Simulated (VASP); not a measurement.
Here is a VASP 6.6.1 calculation.

Contents of POSCAR:

```
AlN
1.0
    3.2725919889      0.0000000000      0.0000000000
   -1.6362959944      2.8341477986      0.0000000000
    0.0000000000      0.0000000000      4.8002461889
Al N
2 2
Direct
    0.3333333333      0.6666666667     -0.0088221557
    0.6666666667      0.3333333333      0.4911778443
    0.3333333333      0.6666666667      0.3888221557
    0.6666666667      0.3333333333      0.8888221557
```

File INCAR.step1:

```
SYSTEM = AlN
PREC = Accurate ; ENCUT = 520
ISMEAR = 0 ; SIGMA = 0.01
LREAL = .False. ; LASPH = .True.
NELM = 60 ; NBANDS = 16
GGA = PE ; ALGO = Normal
EDIFF = 1E-4 ; LWAVE = .True.
LCHARG = .False.
```

INCAR.step2

```
SYSTEM = AlN
PREC = Accurate ; ENCUT = 520
EDIFF = 1E-7 ; ISMEAR = 0
SIGMA = 0.01 ; LREAL = .False.
LASPH = .True. ; NELM = 60
ALGO = Normal ; ISIF = 2
LWAVE = .False. ; LCHARG = .False.
METAGGA = R2SCAN ; LMIXTAU = .True.
NBANDS = 16 ; ISTART = 1
```

KPOINTS

```
regular mesh
0
Gamma
  12 12 6
  0 0 0
```

Potentials or basis: VASP PAW PBE potentials, release 64 (Al, N).

Launch:

```bash
$ cat potpaw_PBE.64/Al/POTCAR potpaw_PBE.64/N/POTCAR > POTCAR
$ cp INCAR.step1 INCAR
$ mpirun -np 1 vasp_std > vasp.out
$ cp INCAR.step2 INCAR
$ mpirun -np 1 vasp_std > vasp.out
```

Q: What does it give for the pressure?

A: -14.1 GPa.

Q: Estimate the largest force.

A: 0.003 eV/Å.

Q: Predict the band gap on the k mesh.

A: 3.82 eV.

Stress tensor (GPa, compression positive):
```
-21.06   0.00   0.00
  0.00 -21.06   0.00
  0.00   0.00  -0.25
```

Caveat: the cell differs from its parent crystal (epitaxial xy strain +5.3%); the cell stands under tension; the PAW data sets were made with another functional, which shifts forces and pressure a little. A k mesh can miss the band edges.
